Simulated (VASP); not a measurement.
Set up this calculation in VASP 6.6.1, as the native input.

```
Task                   : single point
Functional             : PBE
Potentials or basis    : VASP PAW PBE potentials, release 64 (Be, S)
Cutoff                 : 520 eV
k mesh                 : 4 × 4 × 1
Occupations            : fermi-dirac, width 0.1 eV
Spin                   : no spin polarisation
Dipole correction      : no
Further INCAR settings : LREAL = Auto; ALGO = Normal; EDIFF = 1e-07; NBANDS = 50
```

The structure of Be27S lies in POSCAR:

```
Be27S
1.0
    6.8700000000      0.0000000000      0.0000000000
    3.4350000000      5.9495950000      0.0000000000
    0.0000000000      0.0000000000     14.5884300000
Be S
27 1
Direct
    0.0000000000      0.0000000000      0.0685474722
    0.3333333333      0.0000000000      0.0685474722
    0.6666666667      0.0000000000      0.0685474722
    0.0000000280      0.3333332773      0.0685474722
    0.3333333613      0.3333332773      0.0685474722
    0.6666666947      0.3333332773      0.0685474722
   -0.0000000280      0.6666667227      0.0685474722
    0.3333333053      0.6666667227      0.0685474722
    0.6666666387      0.6666667227      0.0685474722
   -0.1105784358      0.2239152413      0.1955392047
    0.2152216995      0.2255472852      0.1943730066
    0.5573708586      0.2236737122      0.1951694596
   -0.1097567711      0.5533781711      0.1952997684
    0.2257212341      0.5552503994      0.1918595078
    0.5558237547      0.5550954309      0.1929758720
   -0.1110045756      0.8882979430      0.1914364328
    0.2265068612      0.8853947201      0.1919437527
    0.5566430878      0.8868052363      0.1952383498
    0.0063112736     -0.0098781514      0.3159776617
    0.3318922587      0.0030381900      0.3169184073
    0.6667179583      0.0001556408      0.3166224193
    0.0023176129      0.3318951962      0.3256527262
    0.3320994500      0.3317024100      0.3168730288
    0.6658683980      0.3234317630      0.3213399249
    0.0064738284      0.6702197376      0.3161303855
    0.3257716617      0.6703259634      0.3180476583
    0.6653108626      0.6777861350      0.3205288712
    0.7512266148      0.4597359988      0.4272229431
```

One way to write it, as run:

INCAR

```
SYSTEM = Be27S
PREC     = Accurate       ! precision mode
ENCUT    = 520            ! plane-wave cutoff, eV
EDIFF    = 1E-7           ! SCF threshold, eV
ISMEAR   = -1             ! smearing method
SIGMA    = 0.1            ! smearing width, eV
LREAL    = Auto         
LASPH    = .TRUE.         ! aspherical terms in the spheres
NELM     = 60             ! most SCF steps
ALGO     = Normal         ! electronic algorithm
ISIF     = 2              ! what is computed and relaxed
LWAVE    = .FALSE.        ! write WAVECAR
LCHARG   = .FALSE.        ! write CHGCAR
GGA      = PE             ! functional
NBANDS   = 50             ! bands
```

KPOINTS

```
regular mesh
0
G
  4 4 1
  0 0 0
```

Potentials or basis: VASP PAW PBE potentials, release 64 (Be, S).

The run is started by

```console
$ cat potpaw_PBE.64/Be/POTCAR potpaw_PBE.64/S/POTCAR > POTCAR
$ mpirun -np 1 vasp_std > vasp.out
```

Results of the run:

| Property | Result |
| --- | --- |
| Largest force | 0.297 eV/Å |
| Band gap on the k mesh | zero (bands 30 and 31 overlap by 0.62 eV) |

Run time: 6.5 min on 1 thread of Intel(R) Xeon(R) 6975P-C (Granite Rapids), on a shared host, peak memory 0.71 GiB.
